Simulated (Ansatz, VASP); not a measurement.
One calculation of Te, two programs

File INCAR:

```
PREC = Accurate
ENCUT = 520
EDIFF = 1E-6
ISMEAR = -1
SIGMA = 0.1
LREAL = False
LASPH = True
NELM = 80
ALGO = Normal
ISIF = 2
LWAVE = False
LCHARG = False
GGA = PS
NBANDS = 9
```

Contents of KPOINTS:

```
Automatic mesh
0
Gamma
  13 13 13
```

Contents of POSCAR:

```
Te
1.0
    0.0000000000      2.4072888087      2.4072888087
    2.4072888087      0.0000000000      2.4072888087
    2.4072888087      2.4072888087      0.0000000000
Te
1
Direct
    0.0000000000      0.0000000000      0.0000000000
```

Input for Ansatz:

```yaml
crystal:
  lattice:
    - [0.0, 2.4072888087, 2.4072888087]
    - [2.4072888087, 0.0, 2.4072888087]
    - [2.4072888087, 2.4072888087, 0.0]
  atoms:
    - { symbol: Te, position: [0.0, 0.0, 0.0] }
hamiltonian:
  xc: pbesol
  pseudopotentials:
    kind: paw
    azcp:
      Te: "pseudopotentials/Te.paw.azcp"
basis:
  ecutwfc: 420
  fft_grid_basis: typed
kpoints:
  mp_grid: { grid: [13, 13, 13], shift: [0, 0, 0] }
magnetization:
  spin_polarized: false
scf:
  occupations: { method: fermi_dirac, width: 0.1 }
  lower_state_search: "off"
output:
  stress: true
  write_density: true
  write_potential: true
  elf: true
  volumetric_format: npy
```

Alike in both runs: task single point; functional PBEsol; k mesh 13 × 13 × 13; occupations fermi-dirac, width 0.1 eV; no spin polarisation.

```csv
,VASP,Ansatz
version,VASP 6.6.1,Ansatz 0.2.0
potentials or method,"VASP PAW PBE potentials, release 64 (Te), cutoff 520 eV","plane waves (420 eV) with PAW, scalar-relativistic"
valence electrons in the cell,6,16
```

|  | VASP | Ansatz | Ansatz less VASP |
| --- | --- | --- | --- |
| pressure (GPa) | -2.4 | -2.4 | +0.03 |

VASP's potentials were made for PBE, not for PBEsol, and Ansatz warns of the same on its side. VASP's potentials hold 6 valence electrons a cell and Ansatz's 16, so a difference there can come from the potentials and not from the codes.

Spin-orbit coupling is off throughout.
